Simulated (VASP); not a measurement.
Here is a VASP 6.6.1 calculation.

Contents of INCAR:

```
PREC = Accurate ; ENCUT = 520
EDIFF = 1E-6 ; ISMEAR = 0
SIGMA = 0.05 ; LREAL = False
LASPH = True ; NELM = 60
ALGO = Normal ; ISIF = 2
LWAVE = False ; LCHARG = True
LELF = True ; LVHAR = True
NBANDS = 15
```

KPOINTS

```
regular mesh
0
Gamma
  6 6 6
```

Contents of POSCAR:

```
KI
1.0
    0.0000000000      3.3655656014      3.4109309835
    3.3655656014      0.0000000000      3.4109309835
    3.3655656014      3.3655656014      0.0000000000
K I
1 1
Direct
   -0.0144828495     -0.0144828495      0.0144828495
    0.5044620555      0.5044620555      0.4955379445
```

Potentials or basis: VASP PAW LDA potentials, release 64 (K_sv, I).

Run with:

```bash
$ cat potpaw_LDA.64/K_sv/POTCAR potpaw_LDA.64/I/POTCAR > POTCAR
$ mpirun -np 1 vasp_std > vasp.out
```

(1) Estimate the largest force.

(2) Estimate the band gap on the k mesh.

(3) Predict the pressure.

Results:

(1) 0.192 eV/Å.

(2) 3.95 eV.

(3) 0.6 GPa.

Caveat: the cell differs from its parent crystal (atoms displaced along a vibrational mode, the cell strained); spin-orbit coupling is left out, which moves the levels of the heavy elements.
